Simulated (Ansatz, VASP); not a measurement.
## Two plane-wave programs on Al2BN3

INCAR

```
PREC = Accurate ; ENCUT = 600
EDIFF = 1E-6 ; ISMEAR = 0
SIGMA = 0.1 ; LREAL = F
LASPH = T ; NELM = 60
ALGO = Normal ; ISIF = 3
LWAVE = F ; LCHARG = F
GGA = PE ; IBRION = 2
NSW = 90 ; EDIFFG = -0.04
```

KPOINTS

```
Automatic mesh
0
Gamma
  6 6 4
```

Contents of POSCAR:

```
Al2BN3
1.0
    3.3068103300      0.0000000000      0.0000000000
    0.0000000000      3.3068103300      0.0000000000
    0.0000000000      0.0000000000      5.5006673300
Al B N
2 1 3
Direct
    0.5000000000      0.0000000000      0.2671410100
    0.0000000000      0.5000000000      0.7328589900
    0.5000000000      0.5000000000      0.0000000000
    0.0000000000      0.0000000000      0.0000000000
    0.5000000000      0.0000000000      0.6756250300
    0.0000000000      0.5000000000      0.3243749700
```

Input for Ansatz:

```yaml
crystal:
  lattice:
    - [3.30681033, 0.0, 0.0]
    - [0.0, 3.30681033, 0.0]
    - [0.0, 0.0, 5.50066733]
  atoms:
    - { symbol: Al, position: [0.5, 0.0, 0.26714101] }
    - { symbol: Al, position: [0.0, 0.5, 0.73285899] }
    - { symbol: B, position: [0.5, 0.5, 0.0] }
    - { symbol: "N", position: [0.0, 0.0, 0.0] }
    - { symbol: "N", position: [0.5, 0.0, 0.67562503] }
    - { symbol: "N", position: [0.0, 0.5, 0.32437497] }
basis:
  ecutwfc: 420
kpoints:
  mp_grid: { grid: [6, 6, 4] }
hamiltonian:
  xc: pbe
scf:
  occupations: { method: gaussian, width: 0.1 }
  lower_state_search: "off"
output:
  forces: true
  stress: true
  eigenvalues: true
relax:
  adjacent_minimum: "off"
  f_tol: 0.04
  max_steps: 70
  cell: { stress_tol: 0.4 }
```

Change from the starting cell: species swapped into the Mn3CoAs2 type (P-4m2, No. 115).

Alike in both runs: task relaxation of cell and atoms; functional PBE; k mesh 6 × 6 × 4; occupations gaussian, width 0.1 eV; no spin polarisation.

|  | VASP | Ansatz |
| --- | --- | --- |
| version | VASP 6.6.1 | Ansatz 0.2.0 |
| potentials or method | VASP PAW PBE potentials, release 64 (Al, B, N), cutoff 600 eV | scalar-relativistic, plane waves, PAW |
| valence electrons in the cell | 24 | 24 |

Ansatz gave:

```
gap on the k mesh at the Fermi level, each at its own relaxed structure (eV) : none
relaxed volume (Å³/atom)                                                     : 11.42
relaxed cell length with the largest relative difference (Å)                 : 9.898
```

**Question.** Which values does VASP return?

**Answer.** gap on the k mesh at the Fermi level, each at its own relaxed structure (eV): none; relaxed volume (Å³/atom): 9.10; relaxed cell length with the largest relative difference (Å): 7.812.

A gap of «none» marks a metal or a gap that the smearing closes. One of these differences is far larger than is usual between the two programs; its cause wasn't traced.
